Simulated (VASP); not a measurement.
# Y (P6_3/mmc) in VASP: a series of runs

The runs below take Y through single point, with LDA.

Program: VASP 6.6.1. These are calculated values, not measurements. Logs are shortened: lines on timing, memory, paths and dates and some standing lists are left out, and cuts for length are marked.

## (1) The cell of the first run

The structure is hexagonal, space group P6_3/mmc (No. 194). The conventional cell has a = 3.577 Å, b = 3.577 Å, c = 5.630 Å, α = 90.00°, β = 90.00°, γ = 120.00°. Within 4.6 Å of Y (site symmetry -6m2) lie 12 Y at 3.49 to 3.58 Å.

## (2) Single point, LDA (volume scaled by 0.94)

Input file INCAR:

```
SYSTEM = Y
ALGO     = Normal         ! electronic algorithm
EDIFF    = 1E-6           ! SCF threshold, eV
ENCUT    = 520            ! plane-wave cutoff, eV
ISIF     = 2              ! what is computed and relaxed
ISMEAR   = -1             ! smearing method
LASPH    = .TRUE.         ! aspherical terms in the spheres
LCHARG   = .TRUE.         ! write CHGCAR
LELF     = .TRUE.         ! ELF
LREAL    = .FALSE.        ! projectors in reciprocal space
LVHAR    = .TRUE.       
LWAVE    = .FALSE.        ! write WAVECAR
NBANDS   = 18             ! bands
NELM     = 80             ! most SCF steps
PREC     = Accurate       ! precision mode
SIGMA    = 0.08           ! smearing width, eV
```

Input file KPOINTS:

```
k-points
0
G
  12 12 7
  0 0 0
```

Input file POSCAR:

```
Y
1.0
    3.5769579286      0.0000000000      0.0000000000
   -1.7884789643      3.0977364344      0.0000000000
    0.0000000000      0.0000000000      5.6300732012
Y
2
Direct
    0.3333333333      0.6666666667      0.2500000000
    0.6666666667      0.3333333333      0.7500000000
```

Potentials or basis: VASP PAW LDA potentials, release 64 (Y_sv).

Started as:

```sh
> cat potpaw_LDA.64/Y_sv/POTCAR > POTCAR
> mpirun -np 1 vasp_std > vasp.out
```

OUTCAR:

```text
SYSTEM = Y
   EDIFF = 1E-6
   ENCUT = 520
   ISIF = 2
   ISMEAR = -1
   LASPH = .TRUE.
   LREAL = .FALSE.
   NELM = 80
   PREC = Accurate

 ion  position               nearest neighbor table
   1  0.333  0.667  0.250-   2 3.49   2 3.49   2 3.49   2 3.49   2 3.49   2 3.49
   2  0.667  0.333  0.750-   1 3.49   1 3.49   1 3.49   1 3.49   1 3.49   1 3.49

  LATTYP: Found a hexagonal cell.
 ALAT       =     3.5769579286
 C/A-ratio  =     1.5739836234

  Lattice vectors:

 A1 = (   3.5769579286,   0.0000000000,   0.0000000000)
 A2 = (  -1.7884789643,   3.0977364344,   0.0000000000)
 A3 = (   0.0000000000,   0.0000000000,   5.6300732012)

Analysis of symmetry for initial positions (statically):
=====================================================================
 Subroutine PRICEL returns:
 Original cell was already a primitive cell.

 Routine SETGRP: Setting up the symmetry group for a
 hexagonal supercell.

 Subroutine GETGRP returns: Found 24 space group operations
 (whereof 12 operations were pure point group operations)
 out of a pool of 24 trial point group operations.

The static configuration has the point symmetry D_3d.
 The point group associated with its full space group is D_6h.

Analysis of symmetry for dynamics (positions and initial velocities):
=====================================================================
 Subroutine PRICEL returns:
 Original cell was already a primitive cell.

 Routine SETGRP: Setting up the symmetry group for a
 hexagonal supercell.

 Subroutine GETGRP returns: Found 24 space group operations
 (whereof 12 operations were pure point group operations)
 out of a pool of 24 trial point group operations.

The dynamic configuration has the point symmetry D_3d.
 The point group associated with its full space group is D_6h.

 Subroutine INISYM returns: Found 24 space group operations
 (whereof 12 operations are pure point group operations),
 and found     1 'primitive' translations

----------------------------------------------------------------------------------------

                                     Primitive cell

  volume of cell :      62.3839

  direct lattice vectors                    reciprocal lattice vectors
     3.576957929  0.000000000  0.000000000     0.279567169  0.161408180  0.000000000
    -1.788478964  3.097736434  0.000000000     0.000000000  0.322816360  0.000000000
     0.000000000  0.000000000  5.630073201     0.000000000  0.000000000  0.177617584

  length of vectors
     3.576957929  3.576957929  5.630073201     0.322816360  0.322816360  0.177617584

  position of ions in fractional coordinates (direct lattice)
     0.333333333  0.666666667  0.250000000
     0.666666667  0.333333333  0.750000000

  ion indices of the primitive-cell ions
   primitive index   ion index
                 1           1
                 2           2

----------------------------------------------------------------------------------------

 KPOINTS: k-points

Automatic generation of k-mesh.
 Grid dimensions read from file:
 generate k-points for:   12   12    7

 Generating k-lattice:

  Cartesian coordinates                     Fractional coordinates (reciprocal lattice)
     0.023297264  0.013450682  0.000000000     0.083333333  0.000000000  0.000000000
     0.000000000  0.026901363  0.000000000     0.000000000  0.083333333  0.000000000
     0.000000000  0.000000000  0.025373941     0.000000000  0.000000000  0.142857143

  Length of vectors
     0.026901363  0.026901363  0.025373941

  Shift w.r.t. Gamma in fractional coordinates (k-lattice)
     0.000000000  0.000000000  0.000000000

 Subroutine IBZKPT returns following result:
 ===========================================

 Found     76 irreducible k-points:

 Following reciprocal coordinates:
            Coordinates               Weight
  0.000000  0.000000  0.000000      1.000000
  0.083333 -0.000000  0.000000      6.000000
  0.166667  0.000000  0.000000      6.000000
  0.250000  0.000000  0.000000      6.000000
  0.333333  0.000000  0.000000      6.000000
  0.416667  0.000000  0.000000      6.000000
[... 16 lines left out ...]
  0.250000  0.000000  0.142857     12.000000
  0.333333  0.000000  0.142857     12.000000
 [... further k-points ...]
   k-points           NKPTS =     76   k-points in BZ     NKDIM =     76   number of bands    NBANDS=     18
   number of dos      NEDOS =    301   number of ions     NIONS =      2
   total plane-waves  NPLWV =  32928
   dimension x,y,z NGX =    28 NGY =   28 NGZ =   42
   dimension x,y,z NGXF=    56 NGYF=   56 NGZF=   84
   ions per type =               2
   NGX,Y,Z   is equivalent  to a cutoff of  13.01, 13.01, 12.40 a.u.
   NGXF,Y,Z  is equivalent  to a cutoff of  26.03, 26.03, 24.80 a.u.
 SYSTEM =  Y
   PREC   = accura    normal or accurate (medium, high low for compatibility)
   ISTART =      0    job   : 0-new  1-cont  2-samecut
   ICHARG =      2    charge: 1-file 2-atom 10-const
   ISPIN  =      1    spin polarized calculation?
   LNONCOLLINEAR =      F non collinear calculations
   LSORBIT =      F    spin-orbit coupling
   LASPH  =      T    aspherical Exc in radial PAW
   ENCUT  =  520.0 eV  38.22 Ry    6.18 a.u.   6.65  6.65 10.47*2*pi/ulx,y,z
   NELM   =     80;   NELMIN=  2; NELMDL= -5     # of ELM steps
   EDIFF  = 0.1E-05   stopping-criterion for ELM
   LREAL  =      F    real-space projection
   EDIFFG = 0.1E-04   stopping-criterion for IOM
   NSW    =      0    number of steps for IOM
   IBRION =     -1    ionic relax: 0-MD 1-quasi-New 2-CG
   NFREE  =      0    steps in history (QN), initial steepest desc. (CG)
   ISIF   =      2    stress and relaxation
   ISYM   =      2    0-nonsym 1-usesym 2-fastsym
   POTIM  = 0.5000    time-step for ionic-motion
   TEBEG  =    0.0;   TEEND  =   0.0 temperature during run
   PSTRESS=    0.0 pullay stress
   NELECT =      22.0000    total number of electrons
   NUPDOWN=      -1.0000    fix difference up-down
   EMIN   =  10.00;   EMAX   =-10.00  energy-range for DOS
   EFERMI =   0.00;   METHOD = LEGACY
   ISMEAR =    -1;   SIGMA  =   0.08  broadening in eV -4-tet -1-fermi 0-gaus
   EFERMI_NEDOS =   21; number of points for ismear=-14 and -15
   IALGO  =     38    algorithm
   IMIX   =      4    mixing-type and parameters
     AMIX     =   0.40;   BMIX     =  1.00
     AMIX_MAG =   1.60;   BMIX_MAG =  1.00
  volume/ion in A,a.u.               =      31.19       210.49
  Fermi-wavevector in a.u.,A,eV,Ry     =   1.156622  2.185699 18.201540  1.337775
  Thomas-Fermi vector in A             =   2.293241
   LORBIT       =      0    0 simple, 1 ext, 2 COOP (PROOUT), +10 PAW based schemes
   GGA     = CA    functional components
   LHFCALC =     F    Hartree Fock is set to
   AEXX    =    0.0000 exact exchange contribution
   IVDW    =     0    specifies the selected vdW correction
   LEPSILON=     F    determine dielectric tensor
   LRPA    =     F    only Hartree local field effects (RPA)
 non-spin polarized calculation
  energy-cutoff  :      520.00
  volume of cell :       62.38
 maximum number of plane-waves:      1709
 NGX is ok and might be reduce to    28
   NGX = 13   NGY = 13   NGZ = 21

 number of electron      22.0000001 magnetization

 Free energy of the ion-electron system (eV)
  ---------------------------------------------------
  ext. energy  EPLUGINS =         0.00000000
  ---------------------------------------------------
  free energy    TOTEN  =       -13.91420856 eV

  energy without entropy =      -13.83252938  energy(sigma->0) =      -13.87336897

 E-fermi :   3.0858     XC(G=0):  -9.8445

 val. band max:        3.0839326393   @ k =   0.2500   0.2500   0.4286
 cond. band min:       3.0971110587   @ k =   0.4167   0.0000   0.1429
 fundamental gap:      0.0131784194
 Fermi energy:         3.0857606207

 k-point     1 :       0.0000    0.0000    0.0000
  band No.  band energies     occupation
      1     -39.2466      2.00000
      2     -39.1534      2.00000
      3     -19.7195      2.00000
      4     -19.1425      2.00000
      5     -19.1425      2.00000
      6     -19.0373      2.00000
[... 10 lines left out ...]
     17       5.9334      0.00000
     18       5.9334      0.00000

 k-point     2 :       0.0833   -0.0000    0.0000
  band No.  band energies     occupation
      1     -39.2421      2.00000
      2     -39.1517      2.00000
      3     -19.7046      2.00000
      4     -19.1734      2.00000
      5     -19.1529      2.00000
      6     -19.0698      2.00000
[... 10 lines left out ...]
     17       5.7282      0.00000
     18       5.7846      0.00000

 k-point     3 :       0.1667    0.0000    0.0000
  band No.  band energies     occupation
      1     -39.2296      2.00000
      2     -39.1475      2.00000
      3     -19.6620      2.00000
      4     -19.2580      2.00000
      5     -19.1805      2.00000
      6     -19.1563      2.00000
[... 10 lines left out ...]
     17       5.8105      0.00000
     18       6.0032      0.00000

 k-point     4 :       0.2500    0.0000    0.0000
  band No.  band energies     occupation
      1     -39.2118      2.00000
      2     -39.1424      2.00000
      3     -19.5976      2.00000
      4     -19.3739      2.00000
      5     -19.2694      2.00000
      6     -19.2164      2.00000
[... 375 lines left out ...]
      4     -19.2484      2.00000
      5     -19.1797      2.00000
      6     -19.1742      2.00000
[... 10 lines left out ...]
     17       6.0550      0.00000
     18       6.1216      0.00000

 k-point    23 :       0.2500    0.0000    0.1429
  band No.  band energies     occupation
      1     -39.2084      2.00000
      2     -39.1459      2.00000
      3     -19.5898      2.00000
      4     -19.3549      2.00000
      5     -19.2912      2.00000
      6     -19.2093      2.00000
[... 10 lines left out ...]
     17       6.4765      0.00000
     18       6.5841      0.00000

 k-point    24 :       0.3333    0.0000    0.1429
  band No.  band energies     occupation
      1     -39.1898      2.00000
      2     -39.1415      2.00000
      3     -19.5673      2.00000
      4     -19.4359      2.00000
      5     -19.3866      2.00000
      6     -19.2430      2.00000
[... 10 lines left out ...]
     17       7.0907      0.00000
     18       7.3086      0.00000

 [... further k-points ...]

------------------------ aborting loop because EDIFF is reached ----------------------------------------

  FORCE on cell =-STRESS in cart. coord.  units (eV):
  Direction    XX          YY          ZZ          XY          YZ          ZX
  --------------------------------------------------------------------------------------
  -------------------------------------------------------------------------------------
  Total       -0.6363575     -0.6363575     -0.8247874      0.0000000      0.0000000      0.0000000
  in kB      -16.3432875    -16.3432875    -21.1826481      0.0000000      0.0000000      0.0000000
  external PRESSURE =     -17.9564077 kB  Pullay stress =       0.0000000 kB

 VOLUME and BASIS-vectors are now :
 -----------------------------------------------------------------------------
  energy-cutoff  :      520.00
  volume of cell :       62.38
      direct lattice vectors                 reciprocal lattice vectors
     3.576957929  0.000000000  0.000000000     0.279567169  0.161408180  0.000000000
    -1.788478964  3.097736434  0.000000000     0.000000000  0.322816360  0.000000000
     0.000000000  0.000000000  5.630073201     0.000000000  0.000000000  0.177617584

 POSITION                                       TOTAL-FORCE (eV/Angst)
 -----------------------------------------------------------------------------------
     -0.00000      2.06516      1.40752         0.000000     -0.000000      0.000000
      1.78848      1.03258      4.22255        -0.000000      0.000000      0.000000
 -----------------------------------------------------------------------------------
    total drift:                               -0.000000      0.000000     -0.000000

  FREE ENERGIE OF THE ION-ELECTRON SYSTEM (eV)
  ---------------------------------------------------
  free  energy   TOTEN  =       -13.9142085619 eV

  energy  without entropy=      -13.8325293823  energy(sigma->0) =      -13.87336897
```

Run time: 43 s. Hardware: 1 thread of Intel Xeon 6975P-C (Granite Rapids), shared host; peak memory 0.21 GiB.

Results:

- Free energy: -13.9142 eV
- Pressure: -1.8 GPa
- Band gap on the k mesh: zero (band 11 reaches 4.19 eV, above the bottom of band 12 at 2.68 eV)

Levels at points of the mesh, in eV from the Fermi level:
```tsv
k point	band 7	band 8	band 9	band 10	band 11	band 12	band 13	band 14	band 15	band 16
(0.00, 0.00, 0.00)	-22.12	-22.09	-4.76	-1.96	1.11	1.74	1.74	2.03	2.37	2.37
(0.50, 0.00, 0.00)	-22.27	-22.19	-1.70	-1.30	-0.91	0.04	1.45	1.46	2.12	5.24
```

## (3) Single point, LDA (volume scaled by 0.98)

Input file INCAR:

```
ALGO = Normal
EDIFF = 1E-7
ENCUT = 520
GGA = CA
ISIF = 2
ISMEAR = -1
LASPH = T
LCHARG = F
LREAL = F
LWAVE = F
NBANDS = 18
NELM = 100
PREC = Accurate
SIGMA = 0.08
```

Input file KPOINTS:

```
k-points
0
Gamma
  12 12 7
```

Input file POSCAR:

```
Y
1.0
    3.6269917924      0.0000000000      0.0000000000
   -1.8134958961      3.1410670315      0.0000000000
    0.0000000000      0.0000000000      5.7088256834
Y
2
Direct
    0.3333333333      0.6666666667      0.2500000000
    0.6666666667      0.3333333333      0.7500000000
```

Potentials or basis: VASP PAW LDA potentials, release 64 (Y_sv).

Started as:

```sh
> cat potpaw_LDA.64/Y_sv/POTCAR > POTCAR
> mpirun -np 1 vasp_std > vasp.out
```

It took 45 s on 1 thread of Intel Xeon 6975P-C (Granite Rapids), shared host; peak memory 0.21 GiB.

The run converged. Its results:

```
Free energy            : -13.8715 eV
Pressure               : -3.3 GPa
Band gap on the k mesh : zero (band 11 reaches 3.85 eV, above the bottom of band 12 at 2.47 eV)
```

Stress tensor (GPa, compression positive):
```
-3.14  0.00  0.00
 0.00 -3.14  0.00
 0.00  0.00 -3.71
```

Levels at points of the mesh, in eV from the Fermi level:
```csv
k point,band 7,band 8,band 9,band 10,band 11,band 12,band 13,band 14,band 15,band 16
"(0.00, 0.00, 0.00)",-22.25,-22.22,-4.69,-1.90,0.98,1.70,1.70,1.98,2.30,2.30
"(0.50, 0.00, 0.00)",-22.38,-22.32,-1.68,-1.22,-0.84,-0.04,1.38,1.43,2.03,5.02
```

[end of part 1 of 2]
